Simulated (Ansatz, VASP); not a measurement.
**One calculation of As, two programs**

```xyz
8
Lattice="5.3099 0.0000 0.0000 0.0000 5.3099 0.0000 0.0000 0.0000 5.3099" Properties=species:S:1:pos:R:3 pbc="T T T"
As    2.6550    2.6550    2.6550
As    0.0000    0.0000    0.0000
As    1.3275    0.0000    2.6550
As    2.6550    1.3275    0.0000
As    2.6550    3.9824    0.0000
As    3.9824    0.0000    2.6550
As    0.0000    2.6550    3.9824
As    0.0000    2.6550    1.3275
```

Alike in both runs: task relaxation of cell and atoms; functional PBEsol; k mesh 8 × 8 × 8; occupations gaussian, width 0.1 eV; no spin polarisation.

```csv
,VASP,Ansatz
version,VASP 6.6.1,Ansatz 0.2.0
potentials or method,"VASP PAW PBE potentials, release 64 (As), cutoff 600 eV","scalar-relativistic, plane waves, PAW"
valence electrons in the cell,40,120
```

Ansatz gave:

- gap on the k mesh at the Fermi level, each at its own relaxed structure (eV): none
- relaxed volume (Å³/atom): 18.70
- relaxed length of the cell vector where the two differ most in proportion (Å): 5.309

Question: Estimate VASP's values.

Answer: gap on the k mesh at the Fermi level, each at its own relaxed structure (eV): none; relaxed volume (Å³/atom): 18.76; relaxed length of the cell vector where the two differ most in proportion (Å): 5.315.

VASP's potentials were made for PBE, not for PBEsol. A gap of «none» marks a metal or a gap that the smearing closes. VASP's potentials hold 40 valence electrons a cell and Ansatz's 120, so a difference there can come from the potentials and not from the codes.
